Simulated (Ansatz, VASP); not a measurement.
Two plane-wave programs on AlFe3

```
CELL_PARAMETERS angstrom
0.00000 2.94776 2.94776
2.94776 0.00000 2.94776
2.94776 2.94776 0.00000
ATOMIC_POSITIONS crystal
Al 0.00000 0.00000 0.00000
Fe 0.50000 0.50000 0.50000
Fe 0.25000 0.25000 0.25000
Fe 0.75000 0.75000 0.75000
```

Alike in both runs: task single point; functional r2SCAN; k mesh 12 × 12 × 12; occupations gaussian, width 0.1 eV; collinear spin.

|  | VASP | Ansatz |
| --- | --- | --- |
| version | VASP 6.6.1 | Ansatz 0.2.0 |
| potentials or method | VASP PAW PBE potentials, release 64 (Al, Fe), cutoff 520 eV | scalar-relativistic, plane waves, PAW |
| valence electrons in the cell | 27 | 51 |

Ansatz gave:

```
gap on the k mesh at the Fermi level (eV)                     : none
pressure (GPa)                                                : -7.2
net moment per atom (μB)                                      : 1.95
size of the moment on the site where the two differ most (μB) : 2.73
```

Problem. Estimate VASP's values.

Solution. gap on the k mesh at the Fermi level (eV): none; pressure (GPa): -7.7; net moment per atom (μB): 1.94; size of the moment on the site where the two differ most (μB): 2.68.

VASP's potentials were made for PBE, not for r2SCAN. Site moments also hang on the region over which each program counts them. A gap of «none» marks a metal or a gap that the smearing closes. VASP's potentials hold 27 valence electrons a cell and Ansatz's 51, so a difference there can come from the potentials and not from the codes. Ansatz's warnings: stability check not made.
